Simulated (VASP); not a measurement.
Set up this calculation in VASP 6.6.1, as the native input.

```yaml
Task: relaxation of the atoms
Functional: PBE
Potentials_or_basis: VASP PAW PBE potentials, release 64 (In_d, Sb)
Cutoff: 520 eV
k_mesh: 12 × 12 × 12
Occupations: fermi-dirac, width 0.05 eV
Spin: no spin polarisation
Dipole_correction: no
Further_INCAR_settings: ALGO = Normal; EDIFF = 1e-06; IBRION = 2; EDIFFG = -0.02; NSW = 80
```

The structure of InSb lies in POSCAR:

```
InSb
1.0
    0.0000000000      3.2817246249      3.2817246249
    3.2817246249      0.0000000000      3.2817246249
    3.2817246249      3.2817246249      0.0000000000
In Sb
1 1
Direct
    0.0000000000      0.0000000000      0.0000000000
    0.7500000000      0.7500000000      0.7500000000
```

This cell differs from its parent crystal: volume scaled by 1.04.

One way to write it, as run:

INCAR

```
SYSTEM = InSb
  PREC = Accurate
  ENCUT = 520
  EDIFF = 1E-6
  ISMEAR = -1
  SIGMA = 0.05
  LREAL = .False.
  LASPH = .True.
  NELM = 80
  ALGO = Normal
  ISIF = 2
  LWAVE = .False.
  LCHARG = .False.
  GGA = PE
  IBRION = 2
  NSW = 80
  EDIFFG = -0.02
```

KPOINTS

```
regular mesh
0
Gamma
  12 12 12
  0 0 0
```

Potentials or basis: VASP PAW PBE potentials, release 64 (In_d, Sb).

Launch:

```bash
$ cat potpaw_PBE.64/In_d/POTCAR potpaw_PBE.64/Sb/POTCAR > POTCAR
$ mpirun -np 1 vasp_std > vasp.out
```

Results of the run:

| Property | Result |
| --- | --- |
| Pressure after relaxing | 1.3 GPa |
| Band gap on the k mesh | zero (filled and empty bands touch) |

Caveat: the relaxation stopped at its first step, so nothing moved; spin-orbit coupling is left out, which moves the levels of the heavy elements.

Run time: 74 s on 1 thread of AMD EPYC 7R43 64-Core Processor (Zen 3) (shared host), peak memory 0.21 GiB.
